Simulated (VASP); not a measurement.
# Sn3As (R-3m) in VASP: further runs

The runs below take Sn3As through single point, relaxation of cell and atoms, with PBE.

Program: VASP 6.6.1. These are calculated values, not measurements. Logs are shortened: lines on timing, memory, paths and dates and some standing lists are left out, and cuts for length are marked.

## (1) The cell of the first run

It takes space group R-3m (No. 166, trigonal). Conventional cell: a = 8.500 Å, b = 8.500 Å, c = 10.296 Å, α = 90.00°, β = 90.00°, γ = 120.00°. Sn (site symmetry m) has 2 As at 2.80 to 3.23 Å and 6 Sn at 3.00 to 3.61 Å within 3.7 Å. As (site symmetry 3m) has 6 Sn at 2.80 to 3.23 Å within 3.7 Å.

## (2) Single point, PBE

Input file INCAR:

```
ALGO = Normal
EDIFF = 1E-7
ENCUT = 520
GGA = PE
ISIF = 2
ISMEAR = 0
LASPH = T
LCHARG = F
LREAL = F
LWAVE = F
NBANDS = 57
NELM = 80
PREC = Accurate
SIGMA = 0.1
```

Input file KPOINTS:

```
k-points
0
Gamma
  3 3 3
```

Input file POSCAR:

```
Sn3As
1.0
    4.2499884603      2.4537319816      3.4319209136
   -4.2499884603      2.4537319816      3.4319209136
    0.0000000000     -4.9074639633      3.4319209136
Sn As
6 2
Direct
    0.7589868465      0.3341105343      0.7589868465
    0.7589868465      0.7589868465      0.3341105343
    0.3341105343      0.7589868465      0.7589868465
    0.2410131535      0.6658894657      0.2410131535
    0.6658894657      0.2410131535      0.2410131535
    0.2410131535      0.2410131535      0.6658894657
    0.2013347134      0.2013347134      0.2013347134
    0.7986652866      0.7986652866      0.7986652866
```

Potentials or basis: VASP PAW PBE potentials, release 64 (Sn_d, As).

On the command line:

```sh
$ cat potpaw_PBE.64/Sn_d/POTCAR potpaw_PBE.64/As/POTCAR > POTCAR
$ mpirun -np 1 vasp_std > vasp.out
```

OUTCAR:

```text
EDIFF = 1E-7
   ENCUT = 520
   GGA = PE
   ISIF = 2
   ISMEAR = 0
   LASPH = T
   LREAL = F
   NELM = 80
   PREC = Accurate

 ion  position               nearest neighbor table
   1  0.759  0.334  0.759-   8 2.80   6 3.00   5 3.00   6 3.19   5 3.19   8 3.23   3 3.61   2 3.61

   2  0.759  0.759  0.334-   8 2.80   5 3.00   4 3.00   5 3.19   4 3.19   8 3.23   1 3.61   3 3.61

   3  0.334  0.759  0.759-   8 2.80   6 3.00   4 3.00   6 3.19   4 3.19   8 3.23   1 3.61   2 3.61

   4  0.241  0.666  0.241-   7 2.80   2 3.00   3 3.00   2 3.19   3 3.19   7 3.23   5 3.61   6 3.61

   5  0.666  0.241  0.241-   7 2.80   2 3.00   1 3.00   2 3.19   1 3.19   7 3.23   4 3.61   6 3.61

   6  0.241  0.241  0.666-   7 2.80   3 3.00   1 3.00   3 3.19   1 3.19   7 3.23   5 3.61   4 3.61

   7  0.201  0.201  0.201-   4 2.80   5 2.80   6 2.80   4 3.23   5 3.23   6 3.23
   8  0.799  0.799  0.799-   1 2.80   3 2.80   2 2.80   1 3.23   3 3.23   2 3.23

  LATTYP: Found a trigonal (rhomboedric) cell.
 ALAT       =     5.9884291519
 COS(alpha) =    -0.0073483180

  Lattice vectors:

 A1 = (   4.2499884603,   2.4537319816,   3.4319209136)
 A2 = (  -4.2499884603,   2.4537319816,   3.4319209136)
 A3 = (   0.0000000000,  -4.9074639633,   3.4319209136)

Analysis of symmetry for initial positions (statically):
=====================================================================
 Subroutine PRICEL returns:
 Original cell was already a primitive cell.

 Routine SETGRP: Setting up the symmetry group for a
 trigonal (rhombohedral) supercell.

 Subroutine GETGRP returns: Found 12 space group operations
 (whereof 12 operations were pure point group operations)
 out of a pool of 12 trial point group operations.

The static configuration has the point symmetry D_3d.

Analysis of symmetry for dynamics (positions and initial velocities):
=====================================================================
 Subroutine PRICEL returns:
 Original cell was already a primitive cell.

 Routine SETGRP: Setting up the symmetry group for a
 trigonal (rhombohedral) supercell.

 Subroutine GETGRP returns: Found 12 space group operations
 (whereof 12 operations were pure point group operations)
 out of a pool of 12 trial point group operations.

The dynamic configuration has the point symmetry D_3d.

 Subroutine INISYM returns: Found 12 space group operations
 (whereof 12 operations are pure point group operations),
 and found     1 'primitive' translations

[... 94 lines left out ...]
   ISYM   =      2    0-nonsym 1-usesym 2-fastsym
   POTIM  = 0.5000    time-step for ionic-motion
   TEBEG  =    0.0;   TEEND  =   0.0 temperature during run
   PSTRESS=    0.0 pullay stress
   NELECT =      94.0000    total number of electrons
   NUPDOWN=      -1.0000    fix difference up-down
   EMIN   =  10.00;   EMAX   =-10.00  energy-range for DOS
   EFERMI =   0.00;   METHOD = LEGACY
   ISMEAR =     0;   SIGMA  =   0.10  broadening in eV -4-tet -1-fermi 0-gaus
   EFERMI_NEDOS =   21; number of points for ismear=-14 and -15
   IALGO  =     38    algorithm
   IMIX   =      4    mixing-type and parameters
     AMIX     =   0.40;   BMIX     =  1.00
     AMIX_MAG =   1.60;   BMIX_MAG =  1.00
  volume/ion in A,a.u.               =      26.84       181.14
  Fermi-wavevector in a.u.,A,eV,Ry     =   1.243034  2.348994 21.022816  1.545133
  Thomas-Fermi vector in A             =   2.377362
   LORBIT       =      0    0 simple, 1 ext, 2 COOP (PROOUT), +10 PAW based schemes
   GGA     = PE    functional components
   LHFCALC =     F    Hartree Fock is set to
   AEXX    =    0.0000 exact exchange contribution
   IVDW    =     0    specifies the selected vdW correction
   LEPSILON=     F    determine dielectric tensor
   LRPA    =     F    only Hartree local field effects (RPA)
 non-spin polarized calculation
 Gauss-broadening in eV      SIGMA  =   0.10
  energy-cutoff  :      520.00
  volume of cell :      214.74
 maximum number of plane-waves:      5788
 NGX is ok and might be reduce to    48
   NGX = 23   NGY = 23   NGZ = 23

 number of electron      94.0000005 magnetization

 Free energy of the ion-electron system (eV)
  ---------------------------------------------------
  ext. energy  EPLUGINS =         0.00000000
  ---------------------------------------------------
  free energy    TOTEN  =       -32.70817400 eV

  energy without entropy =      -32.69411378  energy(sigma->0) =      -32.70114389

 E-fermi :   6.9178     XC(G=0): -10.0281

 val. band max:        6.9143681486   @ k =  -0.3333   0.3333   0.0000
 cond. band min:       7.3284146844   @ k =   0.3333   0.3333   0.0000
 fundamental gap:      0.4140465358
 Fermi energy:         6.9177513148

 k-point     1 :       0.0000    0.0000    0.0000
  band No.  band energies     occupation
      1     -14.7850      2.00000
      2     -14.7649      2.00000
      3     -14.7649      2.00000
      4     -14.7130      2.00000
      5     -14.6897      2.00000
      6     -14.6897      2.00000
[... 349 lines left out ...]
     56       9.9277      0.00000
     57      10.4319      0.00000

------------------------ aborting loop because EDIFF is reached ----------------------------------------

  FORCE on cell =-STRESS in cart. coord.  units (eV):
  Direction    XX          YY          ZZ          XY          YZ          ZX
  --------------------------------------------------------------------------------------
  -------------------------------------------------------------------------------------
  Total       -0.1107112     -0.1107112     -0.1864787      0.0000000      0.0000000     -0.0000000
  in kB       -0.8260358     -0.8260358     -1.3913502      0.0000000      0.0000000     -0.0000000
  external PRESSURE =      -1.0144739 kB  Pullay stress =       0.0000000 kB

 VOLUME and BASIS-vectors are now :
 -----------------------------------------------------------------------------
  energy-cutoff  :      520.00
  volume of cell :      214.74
      direct lattice vectors                 reciprocal lattice vectors
     4.249988460  2.453731982  3.431920914     0.117647378  0.067923746  0.097127335
    -4.249988460  2.453731982  3.431920914    -0.117647378  0.067923746  0.097127335
     0.000000000 -4.907463963  3.431920914     0.000000000 -0.135847491  0.097127335

 POSITION                                       TOTAL-FORCE (eV/Angst)
 -----------------------------------------------------------------------------------
      1.80572     -1.04253      6.35621        -0.005362      0.003096      0.000943
      0.00000      2.08507      6.35621         0.000000     -0.006191      0.000943
     -1.80572     -1.04253      6.35621         0.005362      0.003096      0.000943
     -1.80572      1.04253      3.93956         0.005362     -0.003096     -0.000943
      1.80572      1.04253      3.93956        -0.005362     -0.003096     -0.000943
      0.00000     -2.08507      3.93956         0.000000      0.006191     -0.000943
      0.00000     -0.00000      2.07289         0.000000     -0.000000      0.009628
      0.00000     -0.00000      8.22287         0.000000      0.000000     -0.009628
 -----------------------------------------------------------------------------------
    total drift:                               -0.000000     -0.000000      0.000000

  FREE ENERGIE OF THE ION-ELECTRON SYSTEM (eV)
  ---------------------------------------------------
  free  energy   TOTEN  =       -32.7081740030 eV

  energy  without entropy=      -32.6941137814  energy(sigma->0) =      -32.70114389
```

stdout:

```text
POSCAR found type information on POSCAR SnAs
 POSCAR found :  2 types and       8 ions
 scaLAPACK will be used
 LDA part: xc-table for (Slater+PW92), standard interpolation
 POSCAR, INCAR and KPOINTS ok, starting setup
 FFT: planning ... GRIDC
 FFT: planning ... GRID_SOFT
 FFT: planning ... GRID
 WAVECAR not read
 entering main loop
```

It took 91 s on 1 thread of Intel Xeon 6975P-C, shared host; peak memory 0.35 GiB.

What came out:

| Property | Result |
| --- | --- |
| Free energy | -32.7082 eV |
| Pressure | -0.1 GPa |
| Largest force | 0.010 eV/Å |
| Band gap on the k mesh | zero (band 47 reaches 7.33 eV, above the bottom of band 48 at 5.99 eV) |

Forces in eV/Å, atoms in the order of the input:
```
Sn  -0.005  0.003  0.001
Sn   0.000 -0.006  0.001
Sn   0.005  0.003  0.001
Sn   0.005 -0.003 -0.001
Sn  -0.005 -0.003 -0.001
Sn   0.000  0.006 -0.001
As   0.000  0.000  0.010
As   0.000  0.000 -0.010
```

Levels at points of the mesh, in eV from the Fermi level:
```
           k point  band 45  band 46  band 47  band 48  band 49  band 50
(0.00, 0.00, 0.00)    -1.84    -1.84    -0.93    -0.93    -0.39    -0.39
```

Caveat: spin-orbit coupling is left out, which moves the levels of the heavy elements.

## (3) Relaxation of cell and atoms, PBE

This run uses another cell than the first one, of 26.37 Å³/atom, 0.982 times its volume.

Input file INCAR:

```
ALGO = Normal
EDIFF = 1E-6
EDIFFG = -0.04
ENCUT = 600
GGA = PE
IBRION = 2
ISIF = 3
ISMEAR = 0
LASPH = True
LCHARG = False
LREAL = False
LWAVE = False
NELM = 100
NSW = 90
PREC = Accurate
SIGMA = 0.1
```

KPOINTS is that of step 2.

Input file POSCAR:

```
Sn3As
1.0
    4.0172717823      2.3193729449      3.7730100521
   -4.0172717823      2.3193729449      3.7730100521
    0.0000000000     -4.6387458898      3.7730100521
Sn As
6 2
Direct
    0.7970000000      0.2520000000      0.7970000000
    0.7970000000      0.7970000000      0.2520000000
    0.2520000000      0.7970000000      0.7970000000
    0.2030000000      0.7480000000      0.2030000000
    0.7480000000      0.2030000000      0.2030000000
    0.2030000000      0.2030000000      0.7480000000
    0.2690000000      0.2690000000      0.2690000000
    0.7310000000      0.7310000000      0.7310000000
```

Potentials or basis: VASP PAW PBE potentials, release 64 (Sn_d, As).

On the command line:

```sh
$ cat potpaw_PBE.64/Sn_d/POTCAR potpaw_PBE.64/As/POTCAR > POTCAR
$ mpirun -np 1 vasp_std > vasp.out
```

It took 36 min on 1 thread of Intel Xeon 6975P-C, shared host; peak memory 0.38 GiB.

It converged, with:

* Free energy: -32.7059 eV
* Relaxed volume: 26.77 Å³/atom
* Relaxed cell: a = 5.983 Å, b = 5.983 Å, c = 5.983 Å, α = 90.49°, β = 90.49°, γ = 90.49°
* Space group after relaxing (to 0.05 Å): R-3m (No. 166)
* Energy gained by relaxing: 966.4 meV/atom
* Ionic steps: 44
* Pressure after relaxing: 0.0 GPa
* Largest force after relaxing: 0.038 eV/Å
* Band gap on the k mesh: zero (band 47 reaches 7.35 eV, above the bottom of band 48 at 6.03 eV)

Forces on the atoms (eV/Å):
```
Sn  -0.011  0.006  0.011
Sn   0.000 -0.012  0.011
Sn   0.011  0.006  0.011
Sn   0.011 -0.006 -0.011
Sn  -0.011 -0.006 -0.011
Sn   0.000  0.012 -0.011
As   0.000  0.000  0.038
As   0.000  0.000 -0.038
```

The path:
```
step  energy change (eV)  largest force (eV/Å)  pressure (GPa)  volume (Å³)
   1              0.0000                7.1871           17.72       210.93
   3             -5.5828                1.0856           -4.37       261.06
   5             -5.5889                1.2173           -3.82       257.68
   7             -6.8768                0.8218            2.76       212.80
   9             -7.1149                0.6750            0.52       218.98
  11             -7.1367                0.6268            0.14       220.44
  13             -7.2152                0.2043           -1.52       223.48
  15             -7.2834                0.1905           -0.11       215.49
  17             -7.2877                0.1814            0.42       213.13
  19             -7.3193                0.1354            0.33       212.76
  21             -7.2799                0.4553            0.70       210.90
  23             -7.3767                0.2011           -0.46       215.11
  25             -7.3888                0.2123           -0.97       217.12
  27             -7.4678                0.2600           -1.05       217.36
  29             -7.6722                0.3191           -0.87       218.26
  31             -7.7027                0.2355            0.39       213.42
  33             -7.7233                0.0509           -0.17       215.28
  35             -7.7253                0.0530            0.15       213.84
  37             -7.7270                0.0643           -0.06       214.24
  39             -7.7293                0.0493            0.19       213.18
  41             -7.7306                0.0535            0.04       213.89
  43             -7.7308                0.0553           -0.06       214.24
  44             -7.7311                0.0380           -0.02       214.18
```

Final structure:
```cif
data_structure
_symmetry_space_group_name_H-M 'P 1'
_symmetry_Int_Tables_number 1
_cell_length_a 5.9834
_cell_length_b 5.9834
_cell_length_c 5.9834
_cell_angle_alpha 90.493
_cell_angle_beta 90.493
_cell_angle_gamma 90.493
_cell_volume 214.18
loop_
_atom_site_label
_atom_site_type_symbol
_atom_site_fract_x
_atom_site_fract_y
_atom_site_fract_z
_atom_site_occupancy
Sn1 Sn 0.75895 0.33411 0.75895 1
Sn2 Sn 0.75895 0.75895 0.33411 1
Sn3 Sn 0.33411 0.75895 0.75895 1
Sn4 Sn 0.24105 0.66589 0.24105 1
Sn5 Sn 0.66589 0.24105 0.24105 1
Sn6 Sn 0.24105 0.24105 0.66589 1
As1 As 0.20032 0.20032 0.20032 1
As2 As 0.79968 0.79968 0.79968 1
```

Levels at points of the mesh, in eV from the Fermi level:
```tsv
k point	band 44	band 45	band 46	band 47	band 48	band 49	band 50	band 51
(0.00, 0.00, 0.00)	-1.96	-1.84	-1.84	-0.93	-0.92	-0.40	-0.40	2.13
```

Caveat: spin-orbit coupling is left out, which moves the levels of the heavy elements.
